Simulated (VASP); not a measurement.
Wanted: the native input for a VASP 6.6.1 run.

```yaml
Task: single point
Functional: PBE-based global hybrid
Potentials_or_basis: VASP PAW PBE potentials, release 64 (Sb)
Cutoff: 520 eV
k_mesh: 4 × 4 × 4
Occupations: fermi-dirac, width 0.05 eV
Spin: no spin polarisation
Dipole_correction: no
Grid_for_exact_exchange_PRECFOCK: Normal
Share_of_exact_exchange: 0.1
Further_INCAR_settings: ALGO = Normal; EDIFF = 1e-06; NBANDS = 12
```

The system is Sb.

```
Sb
1.0
     2.15420    1.24373    3.75800
    -2.15420    1.24373    3.75800
     0.00000   -2.48746    3.75800
Sb
2
Cartesian
  0.0000 0.0000 8.6416
  0.0000 0.0000 2.6324
```

These files were run (other wordings do the same):

POSCAR

```
Sb
1.0
    2.1542000000      1.2437279499      3.7580000000
   -2.1542000000      1.2437279499      3.7580000000
    0.0000000000     -2.4874558998      3.7580000000
Sb
2
Direct
    0.7665100000      0.7665100000      0.7665100000
    0.2334900000      0.2334900000      0.2334900000
```

INCAR.step1

```
PREC = Accurate
ENCUT = 520
EDIFF = 1E-5
ISMEAR = -1
SIGMA = 0.05
LREAL = F
LASPH = T
NELM = 80
ALGO = Normal
ISIF = 2
LWAVE = T
LCHARG = F
NBANDS = 12
GGA = PE
```

INCAR.step2

```
PREC = Accurate
ENCUT = 520
EDIFF = 1E-6
ISMEAR = -1
SIGMA = 0.05
LREAL = F
LASPH = T
NELM = 80
ALGO = Normal
ISIF = 2
LWAVE = F
LCHARG = F
GGA = PE
LHFCALC = T
AEXX = 0.1
PRECFOCK = Normal
NBANDS = 12
ISTART = 1
```

KPOINTS

```
regular mesh
0
Gamma
  4 4 4
```

Potentials or basis: VASP PAW PBE potentials, release 64 (Sb).

The run is started by

```bash
$ cat potpaw_PBE.64/Sb/POTCAR > POTCAR
$ cp INCAR.step1 INCAR
$ mpirun -np 1 vasp_std > vasp.out
$ cp INCAR.step2 INCAR
$ mpirun -np 1 vasp_std > vasp.out
```

Results of the run:

```
Pressure               : 1.6 GPa
Largest force          : 0.168 eV/Å
Band gap on the k mesh : 0.45 eV, direct
```

Caveat: the k points lie up to 0.44 Å⁻¹ apart; the PAW data sets were made with another functional, which shifts forces and pressure a little; spin-orbit coupling is left out, which moves the levels of the heavy elements.

Wall time 6.1 min on 1 thread of AMD EPYC 7R13 Processor (Zen 3) (shared host), peak memory 0.18 GiB.
